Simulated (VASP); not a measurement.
A run of VASP 6.6.1 is set up as follows.

INCAR

```
SYSTEM = W3C2
ALGO = Normal
EDIFF = 1E-6
ENCUT = 520
GGA = PE
ISIF = 2
ISMEAR = 0
LASPH = .True.
LCHARG = .False.
LREAL = .False.
LWAVE = .False.
NBANDS = 33
NELM = 60
PREC = Accurate
SIGMA = 0.1
```

The input KPOINTS:

```
k-points
0
Gamma
  6 6 6
  0 0 0
```

The input POSCAR:

```
W3C2
1.0
    2.3225740313      1.3409387409      3.6147848520
   -2.3225740313      1.3409387409      3.6147848520
    0.0000000000     -2.6818774856      3.6147848506
W C
3 2
Direct
    0.3792848464      0.3792848464      0.3792848464
    0.6207151536      0.6207151536      0.6207151536
    0.0000000000      0.0000000000      0.0000000000
    0.8027956675      0.8027956675      0.8027956675
    0.1972043325      0.1972043325      0.1972043325
```

Potentials or basis: VASP PAW PBE potentials, release 64 (W_sv, C).

Command:

```console
$ cat potpaw_PBE.64/W_sv/POTCAR potpaw_PBE.64/C/POTCAR > POTCAR
$ mpirun -np 1 vasp_std > vasp.out
```

Problem. What does it give for the largest force?

Solution. 0.027 eV/Å.

Problem. Predict the pressure.

Solution. 0.4 GPa.

Problem. Predict the band gap on the k mesh.

Solution. Zero (bands 25 and 26 overlap by 0.75 eV).

Forces on the atoms (eV/Å):
```
W    0.000  0.000 -0.003
W    0.000  0.000  0.003
W    0.000  0.000  0.000
C    0.000  0.000  0.027
C    0.000  0.000 -0.027
```

Caveat: spin-orbit coupling is left out, which moves the levels of the heavy elements.
